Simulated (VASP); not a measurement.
# CdF2 (Fm-3m) in VASP: notebook

Aim: see how the results for CdF2 move with the level of theory and the settings. Levels: revPBE, r2SCAN, BLYP. Tasks: single point, relaxation of cell and atoms.

Everything below comes from runs of VASP 6.6.1. Logs are shortened: lines on timing, memory, paths and dates and some standing lists are left out, and cuts for length are marked.

### Step 1. The cell of the first run

It takes space group Fm-3m (No. 225, cubic). Conventional cell: a = 5.549 Å, b = 5.549 Å, c = 5.549 Å, α = 90.00°, β = 90.00°, γ = 90.00°. Within 3.2 Å of Cd (site symmetry m-3m) lie 8 F at 2.40 Å. Within 3.2 Å of F (site symmetry -43m) lie 4 Cd at 2.40 Å and 6 F at 2.77 Å.

### Step 2. Single point, revPBE

INCAR

```
SYSTEM = CdF2
  PREC = Accurate
  ENCUT = 520
  EDIFF = 1E-6
  ISMEAR = -1
  SIGMA = 0.05
  LREAL = .FALSE.
  LASPH = .TRUE.
  NELM = 60
  ALGO = Normal
  ISIF = 2
  LWAVE = .FALSE.
  LCHARG = .FALSE.
  GGA = RE
  NBANDS = 20
```

KPOINTS

```
regular mesh
0
G
  9 9 9
  0 0 0
```

POSCAR

```
CdF2
1.0
    0.0000000000      2.7746085006      2.7746085006
    2.7746085006      0.0000000000      2.7746085006
    2.7746085006      2.7746085006      0.0000000000
Cd F
1 2
Direct
    0.0000000000      0.0000000000      0.0000000000
    0.7500000000      0.7500000000      0.7500000000
    0.2500000000      0.2500000000      0.2500000000
```

Potentials or basis: VASP PAW PBE potentials, release 64 (Cd, F).

Command:

```bash
cat potpaw_PBE.64/Cd/POTCAR potpaw_PBE.64/F/POTCAR > POTCAR
mpirun -np 1 vasp_std > vasp.out
```

OUTCAR:

```text
SYSTEM = CdF2
   PREC = Accurate
   ENCUT = 520
   EDIFF = 1E-6
   ISMEAR = -1
   LREAL = .FALSE.
   LASPH = .TRUE.
   NELM = 60
   ISIF = 2
   GGA = RE

 ion  position               nearest neighbor table
   1  0.000  0.000  0.000-   2 2.40   2 2.40   2 2.40   2 2.40   3 2.40   3 2.40   3 2.40   3 2.40

   2  0.750  0.750  0.750-   1 2.40   1 2.40   1 2.40   1 2.40
   3  0.250  0.250  0.250-   1 2.40   1 2.40   1 2.40   1 2.40

  LATTYP: Found a face centered cubic cell.
 ALAT       =     5.5492170012

  Lattice vectors:

 A1 = (   0.0000000000,   2.7746085006,   2.7746085006)
 A2 = (   2.7746085006,   0.0000000000,   2.7746085006)
 A3 = (   2.7746085006,   2.7746085006,   0.0000000000)

Analysis of symmetry for initial positions (statically):
=====================================================================
 Subroutine PRICEL returns:
 Original cell was already a primitive cell.

 Routine SETGRP: Setting up the symmetry group for a
 face centered cubic supercell.

 Subroutine GETGRP returns: Found 48 space group operations
[... 9 lines left out ...]

 Routine SETGRP: Setting up the symmetry group for a
 face centered cubic supercell.

 Subroutine GETGRP returns: Found 48 space group operations
[... 11 lines left out ...]
                                     Primitive cell

  volume of cell :      42.7204

  direct lattice vectors                    reciprocal lattice vectors
     0.000000000  2.774608501  2.774608501    -0.180205604  0.180205604  0.180205604
     2.774608501  0.000000000  2.774608501     0.180205604 -0.180205604  0.180205604
     2.774608501  2.774608501  0.000000000     0.180205604  0.180205604 -0.180205604

  length of vectors
     3.923888972  3.923888972  3.923888972     0.312125261  0.312125261  0.312125261

  position of ions in fractional coordinates (direct lattice)
     0.000000000  0.000000000  0.000000000
     0.750000000  0.750000000  0.750000000
     0.250000000  0.250000000  0.250000000

  ion indices of the primitive-cell ions
   primitive index   ion index
                 1           1
                 2           2
                 3           3

----------------------------------------------------------------------------------------

 KPOINTS: regular mesh

Automatic generation of k-mesh.
 Grid dimensions read from file:
 generate k-points for:    9    9    9

 Generating k-lattice:

  Cartesian coordinates                     Fractional coordinates (reciprocal lattice)
    -0.020022845  0.020022845  0.020022845     0.111111111  0.000000000  0.000000000
     0.020022845 -0.020022845  0.020022845     0.000000000  0.111111111  0.000000000
     0.020022845  0.020022845 -0.020022845     0.000000000  0.000000000  0.111111111

  Length of vectors
     0.034680585  0.034680585  0.034680585

  Shift w.r.t. Gamma in fractional coordinates (k-lattice)
     0.000000000  0.000000000  0.000000000

 Subroutine IBZKPT returns following result:
 ===========================================

 Found     35 irreducible k-points:

 Following reciprocal coordinates:
            Coordinates               Weight
  0.000000  0.000000  0.000000      1.000000
  0.111111  0.000000  0.000000      8.000000
  0.222222  0.000000  0.000000      8.000000
  0.333333  0.000000  0.000000      8.000000
  0.444444  0.000000  0.000000      8.000000
  0.111111  0.111111  0.000000      6.000000
[... 16 lines left out ...]
 -0.333333  0.333333  0.000000     12.000000
  0.444444  0.444444  0.000000      6.000000
 [... further k-points ...]
   k-points           NKPTS =     35   k-points in BZ     NKDIM =     35   number of bands    NBANDS=     20
   number of dos      NEDOS =    301   number of ions     NIONS =      3
   total plane-waves  NPLWV =  27000
   dimension x,y,z NGX =    30 NGY =   30 NGZ =   30
   dimension x,y,z NGXF=    60 NGYF=   60 NGZF=   60
   ions per type =               1   2
   NGX,Y,Z   is equivalent  to a cutoff of  12.71, 12.71, 12.71 a.u.
   NGXF,Y,Z  is equivalent  to a cutoff of  25.42, 25.42, 25.42 a.u.
 SYSTEM =  CdF2
   PREC   = accura    normal or accurate (medium, high low for compatibility)
   ISTART =      0    job   : 0-new  1-cont  2-samecut
   ICHARG =      2    charge: 1-file 2-atom 10-const
   ISPIN  =      1    spin polarized calculation?
   LNONCOLLINEAR =      F non collinear calculations
   LSORBIT =      F    spin-orbit coupling
   LASPH  =      T    aspherical Exc in radial PAW
   ENCUT  =  520.0 eV  38.22 Ry    6.18 a.u.   7.30  7.30  7.30*2*pi/ulx,y,z
   NELM   =     60;   NELMIN=  2; NELMDL= -5     # of ELM steps
   EDIFF  = 0.1E-05   stopping-criterion for ELM
   LREAL  =      F    real-space projection
   EDIFFG = 0.1E-04   stopping-criterion for IOM
   NSW    =      0    number of steps for IOM
   IBRION =     -1    ionic relax: 0-MD 1-quasi-New 2-CG
   NFREE  =      0    steps in history (QN), initial steepest desc. (CG)
   ISIF   =      2    stress and relaxation
   ISYM   =      2    0-nonsym 1-usesym 2-fastsym
   POTIM  = 0.5000    time-step for ionic-motion
   TEBEG  =    0.0;   TEEND  =   0.0 temperature during run
   PSTRESS=    0.0 pullay stress
   NELECT =      26.0000    total number of electrons
   NUPDOWN=      -1.0000    fix difference up-down
   EMIN   =  10.00;   EMAX   =-10.00  energy-range for DOS
   EFERMI =   0.00;   METHOD = LEGACY
   ISMEAR =    -1;   SIGMA  =   0.05  broadening in eV -4-tet -1-fermi 0-gaus
   EFERMI_NEDOS =   21; number of points for ismear=-14 and -15
   IALGO  =     38    algorithm
   IMIX   =      4    mixing-type and parameters
     AMIX     =   0.40;   BMIX     =  1.00
     AMIX_MAG =   1.60;   BMIX_MAG =  1.00
  volume/ion in A,a.u.               =      14.24        96.10
  Fermi-wavevector in a.u.,A,eV,Ry     =   1.387355  2.621721 26.187862  1.924754
  Thomas-Fermi vector in A             =   2.511584
   LORBIT       =      0    0 simple, 1 ext, 2 COOP (PROOUT), +10 PAW based schemes
   GGA     = RE    functional components
   LHFCALC =     F    Hartree Fock is set to
   AEXX    =    0.0000 exact exchange contribution
   IVDW    =     0    specifies the selected vdW correction
   LEPSILON=     F    determine dielectric tensor
   LRPA    =     F    only Hartree local field effects (RPA)
 non-spin polarized calculation
  energy-cutoff  :      520.00
  volume of cell :       42.72
 maximum number of plane-waves:      1167
 NGX is ok and might be reduce to    30
   NGX = 15   NGY = 15   NGZ = 15

 number of electron      26.0000007 magnetization

 Free energy of the ion-electron system (eV)
  ---------------------------------------------------
  ext. energy  EPLUGINS =         0.00000000
  ---------------------------------------------------
  free energy    TOTEN  =       -10.07200835 eV

  energy without entropy =      -10.07200835  energy(sigma->0) =      -10.07200835

 E-fermi :  -0.6891     XC(G=0):  -9.6361

 val. band max:       -1.8049025045   @ k =  -0.3333   0.4444   0.2222
 cond. band min:       1.1335590739   @ k =   0.0000   0.0000   0.0000
 fundamental gap:      2.9384615785
 Fermi energy:        -0.6890785392

 k-point     1 :       0.0000    0.0000    0.0000
  band No.  band energies     occupation
      1     -22.2081      2.00000
      2     -21.3420      2.00000
      3      -7.2090      2.00000
      4      -7.2090      2.00000
      5      -7.2090      2.00000
      6      -6.3738      2.00000
[... 12 lines left out ...]
     19      17.6390      0.00000
     20      17.6390      0.00000

 k-point     2 :       0.1111    0.0000    0.0000
  band No.  band energies     occupation
      1     -22.1770      2.00000
      2     -21.3703      2.00000
      3      -7.1730      2.00000
      4      -7.1730      2.00000
      5      -7.1076      2.00000
      6      -6.3822      2.00000
[... 12 lines left out ...]
     19      17.3055      0.00000
     20      17.3055      0.00000

 k-point     3 :       0.2222    0.0000    0.0000
  band No.  band energies     occupation
      1     -22.0916      2.00000
      2     -21.4451      2.00000
      3      -7.0865      2.00000
      4      -7.0865      2.00000
      5      -6.8334      2.00000
      6      -6.3912      2.00000
[... 12 lines left out ...]
     19      16.7188      0.00000
     20      17.1308      0.00000

 k-point     4 :       0.3333    0.0000    0.0000
  band No.  band energies     occupation
      1     -21.9686      2.00000
      2     -21.5541      2.00000
      3      -7.0045      2.00000
      4      -7.0045      2.00000
      5      -6.4792      2.00000
      6      -6.3685      2.00000
[... 12 lines left out ...]
     19      16.2628      0.00000
     20      16.9633      0.00000

 k-point     5 :       0.4444    0.0000    0.0000
  band No.  band energies     occupation
      1     -21.8317      2.00000
      2     -21.6818      2.00000
      3      -6.9667      2.00000
      4      -6.9667      2.00000
      5      -6.3260      2.00000
      6      -6.3260      2.00000
[... 12 lines left out ...]
     19      16.0320      0.00000
     20      16.5627      0.00000

 k-point     6 :       0.1111    0.1111    0.0000
  band No.  band energies     occupation
      1     -22.1673      2.00000
      2     -21.3781      2.00000
      3      -7.1533      2.00000
      4      -7.1533      2.00000
      5      -7.0869      2.00000
      6      -6.4121      2.00000
[... 12 lines left out ...]
     19      17.1605      0.00000
     20      17.7673      0.00000

 k-point     7 :       0.2222    0.1111    0.0000
  band No.  band energies     occupation
      1     -22.1020      2.00000
      2     -21.4343      2.00000
      3      -7.0763      2.00000
      4      -7.0741      2.00000
      5      -6.8805      2.00000
      6      -6.4520      2.00000
[... 12 lines left out ...]
     19      17.5608      0.00000
     20      18.0510      0.00000
[... 277 lines left out ...]
 k-point    20 :       0.3333    0.3333    0.0000
  band No.  band energies     occupation
      1     -21.9404      2.00000
      2     -21.5609      2.00000
      3      -6.7605      2.00000
      4      -6.7605      2.00000
      5      -6.7436      2.00000
      6      -6.4237      2.00000
[... 12 lines left out ...]
     19      17.7532      0.00000
     20      18.7154      0.00000

 k-point    21 :       0.4444    0.3333    0.0000
  band No.  band energies     occupation
      1     -21.8775      2.00000
      2     -21.6118      2.00000
      3      -6.8308      2.00000
      4      -6.6655      2.00000
      5      -6.6130      2.00000
      6      -6.3047      2.00000
[... 12 lines left out ...]
     19      17.6617      0.00000
     20      18.7648      0.00000

 k-point    22 :      -0.4444    0.3333    0.0000
  band No.  band energies     occupation
      1     -21.8074      2.00000
      2     -21.6766      2.00000
      3      -6.8287      2.00000
      4      -6.6326      2.00000
      5      -6.4627      2.00000
      6      -6.3524      2.00000
[... 12 lines left out ...]
     19      18.3332      0.00000
     20      18.3497      0.00000

 k-point    23 :      -0.3333    0.3333    0.0000
  band No.  band energies     occupation
      1     -21.7512      2.00000
      2     -21.7371      2.00000
      3      -6.8108      2.00000
      4      -6.6746      2.00000
      5      -6.4301      2.00000
      6      -6.3490      2.00000
[... 12 lines left out ...]
     19      17.2458      0.00000
     20      19.3539      0.00000

 k-point    24 :       0.4444    0.4444    0.0000
  band No.  band energies     occupation
      1     -21.8587      2.00000
      2     -21.6217      2.00000
      3      -6.9185      2.00000
      4      -6.5588      2.00000
      5      -6.5587      2.00000
      6      -6.2904      2.00000
[... 12 lines left out ...]
     19      17.0203      0.00000
     20      19.2561      0.00000

 [... further k-points ...]
[... 5 lines left out ...]
  --------------------------------------------------------------------------------------
  -------------------------------------------------------------------------------------
  Total        0.1146152      0.1146152      0.1146152      0.0000000     -0.0000000      0.0000000
  in kB        4.2985070      4.2985070      4.2985070      0.0000000     -0.0000000      0.0000000
  external PRESSURE =       4.2985070 kB  Pullay stress =       0.0000000 kB

 VOLUME and BASIS-vectors are now :
 -----------------------------------------------------------------------------
  energy-cutoff  :      520.00
  volume of cell :       42.72
      direct lattice vectors                 reciprocal lattice vectors
     0.000000000  2.774608501  2.774608501    -0.180205604  0.180205604  0.180205604
     2.774608501  0.000000000  2.774608501     0.180205604 -0.180205604  0.180205604
     2.774608501  2.774608501  0.000000000     0.180205604  0.180205604 -0.180205604

 POSITION                                       TOTAL-FORCE (eV/Angst)
 -----------------------------------------------------------------------------------
      0.00000      0.00000      0.00000         0.000000     -0.000000      0.000000
      4.16191      4.16191      4.16191         0.000000      0.000000     -0.000000
      1.38730      1.38730      1.38730        -0.000000     -0.000000     -0.000000
 -----------------------------------------------------------------------------------
    total drift:                                0.000000     -0.000000      0.000000

  FREE ENERGIE OF THE ION-ELECTRON SYSTEM (eV)
  ---------------------------------------------------
  free  energy   TOTEN  =       -10.0720083503 eV

  energy  without entropy=      -10.0720083503  energy(sigma->0) =      -10.07200835
```

Run time: 16 s. Hardware: 1 thread of Intel Xeon 6975P-C (Granite Rapids), shared host; peak memory 0.17 GiB.

What came out:

| Item | Value |
| --- | --- |
| Free energy | -10.0720 eV |
| Pressure | 0.4 GPa |
| Band gap on the k mesh | 2.94 eV, indirect (least direct gap 3.51 eV) |

Levels at points of the mesh, in eV from the valence-band top:
```csv
k point,band 10,band 11,band 12,band 13,band 14,band 15,band 16,band 17
"(0.00, 0.00, 0.00)",-0.73,-0.57,-0.57,-0.57,2.94,12.46,12.46,12.46
```

Caveat: the PAW data sets were made with another functional, which shifts forces and pressure a little.

[end of part 1 of 2]
